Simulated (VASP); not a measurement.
## Ni: single point with PBE

Ni:

```
Ni
1.0
     2.48633    0.00000    0.00000
    -1.24317    2.15323    0.00000
     0.00000    0.00000    4.08073
Ni
2
Direct
  0.33333 0.66667 0.75000
  0.66667 0.33333 0.25000
```

- Program: VASP 6.6.1
- Task: single point
- Functional: PBE
- Potentials or basis: VASP PAW PBE potentials, release 64 (Ni)
- Cutoff: 520 eV
- k mesh: 10 × 10 × 6
- Occupations: gaussian, width 0.05 eV
- Spin: collinear spin, ferromagnetic start
- Starting moments: [0.8, 0.8] μB
- Dipole correction: no
- Further INCAR settings: ALGO = Normal; EDIFF = 1e-06; NBANDS = 21

```yaml
Pressure: 0.0 GPa
Net_moment: 1.35 μB per cell
Site_moments: Ni +0.69 μB
Valence_electrons_inside_the_program's_atomic_spheres: Ni 9.30
```

Stress tensor (GPa, compression positive):
```
 0.07  0.00  0.00
 0.00  0.07  0.00
 0.00  0.00 -0.01
```

Levels at points of the mesh, in eV from the Fermi level:
Spin up:
```tsv
k point	band 7	band 8	band 9	band 10	band 11	band 12	band 13	band 14	band 15	band 16
(0.00, 0.00, 0.00)	-2.12	-1.70	-1.70	-0.77	-0.77	-0.37	5.51	22.57	24.38	24.38
(0.50, 0.00, 0.00)	-2.10	-0.68	-0.59	-0.56	1.10	2.97	9.25	9.78	12.31	13.20
(0.00, 0.00, 0.50)	-2.42	-2.42	-1.05	-1.05	-1.05	-1.05	14.21	14.21	23.29	23.29
(0.50, 0.00, 0.50)	-1.05	-1.05	-0.61	-0.61	1.42	1.42	6.71	6.71	18.14	18.14
```
Spin down:
```csv
k point,band 7,band 8,band 9,band 10,band 11,band 12
"(0.00, 0.00, 0.00)",-1.37,-0.99,-0.99,-0.43,-0.02,-0.02
"(0.50, 0.00, 0.00)",-1.36,0.15,0.16,0.28,1.62,3.39
"(0.00, 0.00, 0.50)",-1.70,-1.70,-0.31,-0.31,-0.31,-0.31
"(0.50, 0.00, 0.50)",-0.39,-0.39,0.23,0.23,1.59,1.59
```

Wall time 74 s on 1 thread of Intel Xeon 8259CL, on a shared host, peak memory 0.16 GiB.
